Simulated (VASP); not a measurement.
## LiF: single point with PBE

LiF:

```xyz
2
Lattice="0.0000 1.9737 2.0140 2.0140 0.0000 2.0140 2.0140 1.9737 0.0000" Properties=species:S:1:pos:R:3 pbc="T T T"
Li    0.0000    0.0000    0.0000
F     2.0140    1.9737    2.0140
```

This cell differs from its parent crystal: strain -0.0200 x Voigt [0, 1, 0, 0, 0, 0].

```
Program             : VASP 6.6.1
Task                : single point
Functional          : PBE
Potentials or basis : VASP PAW PBE potentials, release 64 (Li_sv, F)
Cutoff              : 520 eV
k mesh              : 10 × 10 × 10
Occupations         : gaussian, width 0.05 eV
Spin                : no spin polarisation
```

* Band gap on the k mesh: 9.26 eV, direct

Levels at points of the mesh, in eV from the valence-band top:
```tsv
k point	band 3	band 4	band 5	band 6	band 7	band 8
(0.00, 0.00, 0.00)	-0.05	0.00	0.00	9.26	24.06	24.06
(0.50, 0.00, 0.00)	-2.59	-0.27	-0.23	10.86	16.96	18.86
(0.50, 0.50, 0.00)	-3.12	-1.09	-0.96	14.86	16.65	17.67
(0.50, 0.00, 0.50)	-3.10	-1.09	-1.09	15.24	16.37	17.71
```

Wall time 24 s on 1 thread of AMD EPYC 7R13 Processor (Zen 3) (shared host), peak memory 0.11 GiB.

Caveat: the cell differs from its parent crystal (strain -0.0200 x Voigt [0, 1, 0, 0, 0, 0]). A k mesh can miss the band edges.
